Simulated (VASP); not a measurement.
Wanted: the native input for a VASP 6.6.1 run.

```
Task                   : single point
Functional             : PBE
Potentials or basis    : VASP PAW PBE potentials, release 64 (Hg, Te)
Cutoff                 : 520 eV
k mesh                 : 11 × 11 × 11
Occupations            : fermi-dirac, width 0.1 eV
Spin                   : no spin polarisation
Dipole correction      : no
Further INCAR settings : ALGO = Normal; EDIFF = 1e-07; NBANDS = 16
```

The structure of HgTe (rocksalt type) lies in POSCAR:

```
HgTe
1.0
    0.0000000000      3.0722318150      3.0722318150
    3.0722318150      0.0000000000      3.0722318150
    3.0722318150      3.0722318150      0.0000000000
Hg Te
1 1
Direct
    0.0000000000      0.0000000000      0.0000000000
    0.5000000000      0.5000000000      0.5000000000
```

These files were run (other wordings do the same):

INCAR

```
SYSTEM = HgTe
  PREC = Accurate
  ENCUT = 520
  EDIFF = 1E-7
  ISMEAR = -1
  SIGMA = 0.1
  LREAL = .FALSE.
  LASPH = .TRUE.
  NELM = 100
  ALGO = Normal
  ISIF = 2
  LWAVE = .FALSE.
  LCHARG = .TRUE.
  GGA = PE
  LELF = .TRUE.
  LVHAR = .TRUE.
  NBANDS = 16
```

KPOINTS

```
Automatic mesh
0
G
  11 11 11
  0 0 0
```

Potentials or basis: VASP PAW PBE potentials, release 64 (Hg, Te).

The run is started by

```console
$ cat potpaw_PBE.64/Hg/POTCAR potpaw_PBE.64/Te/POTCAR > POTCAR
$ mpirun -np 1 vasp_std > vasp.out
```

It gave:

```yaml
Pressure: 0.1 GPa
Band_gap_on_the_k_mesh: zero (bands 9 and 10 overlap by 2.39 eV)
```

Caveat: spin-orbit coupling is left out, which moves the levels of the heavy elements.

Run time: 15 s on 1 thread of Intel(R) Xeon(R) 6975P-C (Granite Rapids), with other jobs on the host, peak memory 0.2 GiB.
